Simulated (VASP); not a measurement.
# CuO (P4/nmm) in VASP: notebook, part 2 of 3

VASP 6.6.1. Earlier steps stand in the parts before.

### Step 3. Single point, PBE

This run uses another cell than the first one, of 12.42 Å³/atom, 1.019 times its volume.

INCAR reads:

```
SYSTEM = CuO
  PREC = Accurate
  ENCUT = 520
  EDIFF = 1E-6
  ISMEAR = -1
  SIGMA = 0.05
  LREAL = .FALSE.
  LASPH = .TRUE.
  NELM = 80
  ALGO = Normal
  ISIF = 2
  LWAVE = .FALSE.
  LCHARG = .FALSE.
  GGA = PE
  NBANDS = 25
```

KPOINTS reads:

```
Automatic mesh
0
G
  8 8 6
  0 0 0
```

POSCAR reads:

```
CuO
1.0
    3.2377759293      0.0000000000      0.0000000000
    0.0000000000      3.2377759293      0.0000000000
    0.0000000000      0.0000000000      4.7407223129
Cu O
2 2
Direct
    0.0000000000      0.0000000000      0.0000000000
    0.5000000000      0.5000000000      0.0000000000
    0.5000000000      0.0000000000      0.2670000000
    0.0000000000      0.5000000000      0.7330000000
```

Potentials or basis: VASP PAW PBE potentials, release 64 (Cu, O).

On the command line:

```console
> cat potpaw_PBE.64/Cu/POTCAR potpaw_PBE.64/O/POTCAR > POTCAR
> mpirun -np 1 vasp_std > vasp.out
```

OUTCAR:

```text
SYSTEM = CuO
   PREC = Accurate
   ENCUT = 520
   EDIFF = 1E-6
   ISMEAR = -1
   LREAL = .FALSE.
   LASPH = .TRUE.
   NELM = 80
   ISIF = 2
   GGA = PE

 ion  position               nearest neighbor table
   1  0.000  0.000  0.000-   3 2.05   4 2.05   4 2.05   3 2.05   2 2.29   2 2.29   2 2.29   2 2.29

   2  0.500  0.500  0.000-   3 2.05   4 2.05   3 2.05   4 2.05   1 2.29   1 2.29   1 2.29   1 2.29

   3  0.500  0.000  0.267-   1 2.05   2 2.05   2 2.05   1 2.05
   4  0.000  0.500  0.733-   1 2.05   2 2.05   1 2.05   2 2.05

  LATTYP: Found a simple tetragonal cell.
 ALAT       =     3.2377759293
 C/A-ratio  =     1.4641909806

  Lattice vectors:

 A1 = (   3.2377759293,   0.0000000000,   0.0000000000)
 A2 = (   0.0000000000,   3.2377759293,   0.0000000000)
 A3 = (   0.0000000000,   0.0000000000,   4.7407223129)

Analysis of symmetry for initial positions (statically):
=====================================================================
 Subroutine PRICEL returns:
 Original cell was already a primitive cell.

 Routine SETGRP: Setting up the symmetry group for a
 simple tetragonal supercell.

 Subroutine GETGRP returns: Found 16 space group operations
 (whereof  8 operations were pure point group operations)
 out of a pool of 16 trial point group operations.

The static configuration has the point symmetry D_2d.
 The point group associated with its full space group is D_4h.

Analysis of symmetry for dynamics (positions and initial velocities):
=====================================================================
 Subroutine PRICEL returns:
 Original cell was already a primitive cell.

 Routine SETGRP: Setting up the symmetry group for a
 simple tetragonal supercell.

 Subroutine GETGRP returns: Found 16 space group operations
 (whereof  8 operations were pure point group operations)
 out of a pool of 16 trial point group operations.

The dynamic configuration has the point symmetry D_2d.
 The point group associated with its full space group is D_4h.

 Subroutine INISYM returns: Found 16 space group operations
 (whereof  8 operations are pure point group operations),
 and found     1 'primitive' translations

----------------------------------------------------------------------------------------

                                     Primitive cell

  volume of cell :      49.6979

  direct lattice vectors                    reciprocal lattice vectors
     3.237775929  0.000000000  0.000000000     0.308853986  0.000000000  0.000000000
     0.000000000  3.237775929  0.000000000     0.000000000  0.308853986  0.000000000
     0.000000000  0.000000000  4.740722313     0.000000000  0.000000000  0.210938320

  length of vectors
     3.237775929  3.237775929  4.740722313     0.308853986  0.308853986  0.210938320

  position of ions in fractional coordinates (direct lattice)
     0.000000000  0.000000000  0.000000000
     0.500000000  0.500000000  0.000000000
     0.500000000  0.000000000  0.267000000
     0.000000000  0.500000000  0.733000000

  ion indices of the primitive-cell ions
   primitive index   ion index
                 1           1
                 2           2
                 3           3
                 4           4

----------------------------------------------------------------------------------------

 KPOINTS: Automatic mesh

Automatic generation of k-mesh.
 Grid dimensions read from file:
 generate k-points for:    8    8    6

 Generating k-lattice:

  Cartesian coordinates                     Fractional coordinates (reciprocal lattice)
     0.038606748  0.000000000  0.000000000     0.125000000  0.000000000  0.000000000
     0.000000000  0.038606748  0.000000000     0.000000000  0.125000000  0.000000000
     0.000000000  0.000000000  0.035156387     0.000000000  0.000000000  0.166666667

  Length of vectors
     0.038606748  0.038606748  0.035156387

  Shift w.r.t. Gamma in fractional coordinates (k-lattice)
     0.000000000  0.000000000  0.000000000

 Subroutine IBZKPT returns following result:
 ===========================================

 Found     60 irreducible k-points:

 Following reciprocal coordinates:
            Coordinates               Weight
  0.000000  0.000000  0.000000      1.000000
  0.125000  0.000000  0.000000      4.000000
  0.250000  0.000000  0.000000      4.000000
  0.375000  0.000000  0.000000      4.000000
  0.500000  0.000000  0.000000      2.000000
  0.125000  0.125000  0.000000      4.000000
[... 16 lines left out ...]
  0.375000  0.125000  0.166667     16.000000
  0.500000  0.125000  0.166667      8.000000
 [... further k-points ...]
   k-points           NKPTS =     60   k-points in BZ     NKDIM =     60   number of bands    NBANDS=     25
   number of dos      NEDOS =    301   number of ions     NIONS =      4
   total plane-waves  NPLWV =  20736
   dimension x,y,z NGX =    24 NGY =   24 NGZ =   36
   dimension x,y,z NGXF=    48 NGYF=   48 NGZF=   72
   ions per type =               2   2
   NGX,Y,Z   is equivalent  to a cutoff of  12.32, 12.32, 12.62 a.u.
   NGXF,Y,Z  is equivalent  to a cutoff of  24.65, 24.65, 25.25 a.u.
 SYSTEM =  CuO
   PREC   = accura    normal or accurate (medium, high low for compatibility)
   ISTART =      0    job   : 0-new  1-cont  2-samecut
   ICHARG =      2    charge: 1-file 2-atom 10-const
   ISPIN  =      1    spin polarized calculation?
   LNONCOLLINEAR =      F non collinear calculations
   LSORBIT =      F    spin-orbit coupling
   LASPH  =      T    aspherical Exc in radial PAW
   ENCUT  =  520.0 eV  38.22 Ry    6.18 a.u.   6.02  6.02  8.81*2*pi/ulx,y,z
   NELM   =     80;   NELMIN=  2; NELMDL= -5     # of ELM steps
   EDIFF  = 0.1E-05   stopping-criterion for ELM
   LREAL  =      F    real-space projection
   EDIFFG = 0.1E-04   stopping-criterion for IOM
   NSW    =      0    number of steps for IOM
   IBRION =     -1    ionic relax: 0-MD 1-quasi-New 2-CG
   NFREE  =      0    steps in history (QN), initial steepest desc. (CG)
   ISIF   =      2    stress and relaxation
   ISYM   =      2    0-nonsym 1-usesym 2-fastsym
   POTIM  = 0.5000    time-step for ionic-motion
   TEBEG  =    0.0;   TEEND  =   0.0 temperature during run
   PSTRESS=    0.0 pullay stress
   NELECT =      34.0000    total number of electrons
   NUPDOWN=      -1.0000    fix difference up-down
   EMIN   =  10.00;   EMAX   =-10.00  energy-range for DOS
   EFERMI =   0.00;   METHOD = LEGACY
   ISMEAR =    -1;   SIGMA  =   0.05  broadening in eV -4-tet -1-fermi 0-gaus
   EFERMI_NEDOS =   21; number of points for ismear=-14 and -15
   IALGO  =     38    algorithm
   IMIX   =      4    mixing-type and parameters
     AMIX     =   0.40;   BMIX     =  1.00
     AMIX_MAG =   1.60;   BMIX_MAG =  1.00
  volume/ion in A,a.u.               =      12.42        83.84
  Fermi-wavevector in a.u.,A,eV,Ry     =   1.442520  2.725967 28.311863  2.080863
  Thomas-Fermi vector in A             =   2.561031
   LORBIT       =      0    0 simple, 1 ext, 2 COOP (PROOUT), +10 PAW based schemes
   GGA     = PE    functional components
   LHFCALC =     F    Hartree Fock is set to
   AEXX    =    0.0000 exact exchange contribution
   IVDW    =     0    specifies the selected vdW correction
   LEPSILON=     F    determine dielectric tensor
   LRPA    =     F    only Hartree local field effects (RPA)
 non-spin polarized calculation
  energy-cutoff  :      520.00
  volume of cell :       49.70
 maximum number of plane-waves:      1368
   NGX = 13   NGY = 13   NGZ = 17

 number of electron      34.0000002 magnetization

 Free energy of the ion-electron system (eV)
  ---------------------------------------------------
  ext. energy  EPLUGINS =         0.00000000
  ---------------------------------------------------
  free energy    TOTEN  =       -16.35424501 eV

  energy without entropy =      -16.29392856  energy(sigma->0) =      -16.32408679

 E-fermi :   2.4782     XC(G=0): -10.4324

 val. band max:        2.4769132125   @ k =   0.5000   0.0000   0.0000
 cond. band min:       2.4832546056   @ k =   0.5000   0.0000   0.3333
 fundamental gap:      0.0063413931
 Fermi energy:         2.4781924415

 k-point     1 :       0.0000    0.0000    0.0000
  band No.  band energies     occupation
      1     -15.6349      2.00000
      2     -14.9225      2.00000
      3      -3.5421      2.00000
      4      -2.5284      2.00000
      5      -2.0535      2.00000
      6      -2.0535      2.00000
[... 17 lines left out ...]
     24      14.4014      0.00000
     25      17.1626      0.00000
[... 621 lines left out ...]
      3      -2.5768      2.00000
      4      -2.5768      2.00000
      5      -1.7238      2.00000
      6      -1.7238      2.00000
[... 17 lines left out ...]
     24      15.2747      0.00000
     25      16.6286      0.00000

 [... further k-points ...]
[... 5 lines left out ...]
  --------------------------------------------------------------------------------------
  -------------------------------------------------------------------------------------
  Total        5.6991569      5.6991569     -4.0378148      0.0000000      0.0000000      0.0000000
  in kB      183.7312804    183.7312804   -130.1723910      0.0000000      0.0000000      0.0000000
  external PRESSURE =      79.0967233 kB  Pullay stress =       0.0000000 kB

 VOLUME and BASIS-vectors are now :
 -----------------------------------------------------------------------------
  energy-cutoff  :      520.00
  volume of cell :       49.70
      direct lattice vectors                 reciprocal lattice vectors
     3.237775929  0.000000000  0.000000000     0.308853986  0.000000000  0.000000000
     0.000000000  3.237775929  0.000000000     0.000000000  0.308853986  0.000000000
     0.000000000  0.000000000  4.740722313     0.000000000  0.000000000  0.210938320

 POSITION                                       TOTAL-FORCE (eV/Angst)
 -----------------------------------------------------------------------------------
      0.00000      0.00000      0.00000         0.000000     -0.000000      0.000000
      1.61889      1.61889      0.00000        -0.000000      0.000000      0.000000
      1.61889      0.00000      1.26577         0.000000      0.000000     -1.462173
      0.00000      1.61889      3.47495         0.000000     -0.000000      1.462173
 -----------------------------------------------------------------------------------
    total drift:                                0.000000     -0.000000     -0.000000

  FREE ENERGIE OF THE ION-ELECTRON SYSTEM (eV)
  ---------------------------------------------------
  free  energy   TOTEN  =       -16.3542450110 eV

  energy  without entropy=      -16.2939285627  energy(sigma->0) =      -16.32408679
```

OSZICAR:

```text
N       E                     dE             d eps       ncg     rms          rms(c)
DAV:   1     0.311431579135E+03    0.31143E+03   -0.16423E+04  3128   0.204E+03
DAV:   2     0.196703133923E+02   -0.29176E+03   -0.27055E+03  3031   0.392E+02
DAV:   3    -0.216600729144E+02   -0.41330E+02   -0.38628E+02  3760   0.162E+02
DAV:   4    -0.233479968514E+02   -0.16879E+01   -0.16629E+01  3606   0.346E+01
DAV:   5    -0.233849099171E+02   -0.36913E-01   -0.36887E-01  3730   0.490E+00    0.196E+01
DAV:   6    -0.252098759229E+02   -0.18250E+01   -0.53060E+01  4520   0.200E+02    0.193E+01
DAV:   7    -0.162963580435E+02    0.89135E+01   -0.16179E+01  3871   0.117E+02    0.366E+00
DAV:   8    -0.164356748001E+02   -0.13932E+00   -0.22442E+00  3668   0.121E+01    0.245E+00
DAV:   9    -0.163832445379E+02    0.52430E-01   -0.76205E-02  4190   0.525E+00    0.167E+00
DAV:  10    -0.163594135337E+02    0.23831E-01   -0.32648E-02  4724   0.379E+00    0.780E-01
DAV:  11    -0.163553882629E+02    0.40253E-02   -0.77209E-03  4595   0.903E-01    0.405E-01
DAV:  12    -0.163543922320E+02    0.99603E-03   -0.21512E-03  4358   0.740E-01    0.158E-01
DAV:  13    -0.163542433233E+02    0.14891E-03   -0.76576E-04  4609   0.308E-01    0.238E-02
DAV:  14    -0.163542445653E+02   -0.12420E-05   -0.47191E-05  4515   0.136E-01    0.496E-03
DAV:  15    -0.163542450110E+02   -0.44574E-06   -0.45875E-06  3975   0.288E-02
   1 F= -.16354245E+02 E0= -.16324087E+02  d E =-.603164E-01
```

Run time: 23 s. Hardware: 1 thread of Intel Xeon 6975P-C (Granite Rapids), shared host; peak memory 0.19 GiB.

Results:

```
Free energy            : -16.3542 eV
Pressure               : 7.9 GPa
Largest force          : 1.462 eV/Å
Band gap on the k mesh : zero (band 17 reaches 2.88 eV, above the bottom of band 18 at 2.07 eV)
```

Forces on the atoms (eV/Å):
```
Cu   0.000  0.000  0.000
Cu   0.000  0.000  0.000
O    0.000  0.000 -1.462
O    0.000  0.000  1.462
```

Stress tensor (GPa, compression positive):
```
 18.37   0.00   0.00
  0.00  18.37   0.00
  0.00   0.00 -13.02
```

Caveat: semilocal functionals often make such compounds metallic where correlation or magnetic order opens a gap, which also shifts bond lengths; forces of over 1 eV/Å act on the atoms, so gaps and moduli don't describe the material at rest. With open d or f shells a metallic result of PBE can be an artefact of self-interaction; +U or a hybrid may open a gap.

### Step 4. Single point, LDA

This run uses another cell than the first one, of 11.72 Å³/atom, 0.962 times its volume.

INCAR reads:

```
SYSTEM = CuO
PREC = Accurate
ENCUT = 520
EDIFF = 1E-6
ISMEAR = -1
SIGMA = 0.05
LREAL = .FALSE.
LASPH = .TRUE.
NELM = 60
ALGO = Normal
ISIF = 2
LWAVE = .FALSE.
LCHARG = .FALSE.
GGA = CA
NBANDS = 25
```

KPOINTS reads:

```
Automatic mesh
0
G
  5 5 4
  0 0 0
```

POSCAR reads:

```
CuO
1.0
    3.1754955000      0.0000000000      0.0000000000
    0.0000000000      3.1754955000      0.0000000000
    0.0000000000      0.0000000000      4.6495318700
Cu O
2 2
Direct
    0.0000000000      0.0000000000      0.0000000000
    0.5000000000      0.5000000000      0.0000000000
    0.5000000000      0.0000000000      0.2670000000
    0.0000000000      0.5000000000      0.7330000000
```

Potentials or basis: VASP PAW LDA potentials, release 64 (Cu, O).

On the command line:

```console
> cat potpaw_LDA.64/Cu/POTCAR potpaw_LDA.64/O/POTCAR > POTCAR
> mpirun -np 1 vasp_std > vasp.out
```

It took 7.8 s on 1 thread of Intel Xeon 6975P-C (Granite Rapids), shared host; peak memory 0.14 GiB.

It converged, with:

```yaml
Free_energy: -19.6516 eV
Pressure: 4.7 GPa
Largest_force: 1.605 eV/Å
Band_gap_on_the_k_mesh: zero (band 17 reaches 3.22 eV, above the bottom of band 18 at 2.40 eV)
```

Forces on the atoms (eV/Å):
```
Cu   0.000  0.000  0.000
Cu   0.000  0.000  0.000
O    0.000  0.000 -1.605
O    0.000  0.000  1.605
```

Stress tensor (GPa, compression positive):
```
 16.12   0.00   0.00
  0.00  16.12   0.00
  0.00   0.00 -18.25
```

Levels at points of the mesh, in eV from the Fermi level:
```
           k point  band 14  band 15  band 16  band 17  band 18  band 19  band 20  band 21
(0.00, 0.00, 0.00)    -1.09    -0.52    -0.28     0.45     0.45     1.08     6.39    10.84
(0.00, 0.00, 0.50)    -0.98    -0.75    -0.52     0.27     0.27     2.71     5.55    10.83
```

Caveat: the k points lie up to 0.40 Å⁻¹ apart; semilocal functionals often make such compounds metallic where correlation or magnetic order opens a gap, which also shifts bond lengths; forces of over 1 eV/Å act on the atoms, so gaps and moduli don't describe the material at rest. With open d or f shells a metallic result of LDA can be an artefact of self-interaction; +U or a hybrid may open a gap.

### Step 5. Single point, PBE

This run uses another cell than the first one, of 11.72 Å³/atom, 0.962 times its volume.

INCAR reads:

```
  PREC = Accurate
  ENCUT = 520
  EDIFF = 1E-7
  ISMEAR = -1
  SIGMA = 0.05
  LREAL = F
  LASPH = T
  NELM = 60
  ALGO = Normal
  ISIF = 2
  LWAVE = F
  LCHARG = F
  GGA = PE
  NBANDS = 25
```

KPOINTS reads:

```
Automatic mesh
0
Gamma
  5 5 4
```

POSCAR is that of step 4.

Potentials or basis: VASP PAW PBE potentials, release 64 (Cu, O).

On the command line:

```console
> cat potpaw_PBE.64/Cu/POTCAR potpaw_PBE.64/O/POTCAR > POTCAR
> mpirun -np 1 vasp_std > vasp.out
```

Run time: 11 s. Hardware: 1 thread of Intel Xeon 6975P-C (Granite Rapids), shared host; peak memory 0.15 GiB.

Results (log left out):

| Quantity | Value |
| --- | --- |
| Free energy | -16.1325 eV |
| Pressure | 17.4 GPa |
| Largest force | 0.807 eV/Å |
| Band gap on the k mesh | zero (band 17 reaches 3.54 eV, above the bottom of band 18 at 2.73 eV) |

Forces in eV/Å, atoms in the order of the input:
```
Cu   0.000  0.000  0.000
Cu   0.000  0.000  0.000
O    0.000  0.000 -0.807
O    0.000  0.000  0.807
```

Stress tensor (GPa, compression positive):
```
30.06  0.00  0.00
 0.00 30.06  0.00
 0.00  0.00 -7.81
```

Levels at points of the mesh, in eV from the Fermi level:
```tsv
k point	band 15	band 16	band 17	band 18	band 19	band 20
(0.00, 0.00, 0.00)	-0.50	-0.30	0.44	0.44	1.16	6.52
(0.00, 0.00, 0.50)	-0.74	-0.50	0.27	0.27	2.76	5.68
```

Caveat: the k points lie up to 0.40 Å⁻¹ apart; semilocal functionals often make such compounds metallic where correlation or magnetic order opens a gap, which also shifts bond lengths.

[end of part 2 of 3]
